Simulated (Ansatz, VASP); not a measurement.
One calculation of Mo, two programs

```
CELL_PARAMETERS angstrom
-1.62247 1.62247 1.62247
1.62247 -1.62247 1.62247
1.62247 1.62247 -1.62247
ATOMIC_POSITIONS crystal
Mo 0.00000 0.00000 0.00000
```

Alike in both runs: task single point; functional PBE; k mesh 23 × 23 × 23; occupations fermi-dirac, width 0.1 eV; no spin polarisation.

|  | VASP | Ansatz |
| --- | --- | --- |
| version | VASP 6.6.1 | Ansatz 0.2.0 |
| potentials or method | VASP PAW PBE potentials, release 64 (Mo_sv), cutoff 520 eV | plane waves (420 eV) with PAW, scalar-relativistic |
| valence electrons in the cell | 14 | 14 |

Ansatz gave:

* pressure (GPa): -17.2

Q: Estimate VASP's values.

A: Pressure (GPa): -16.9.
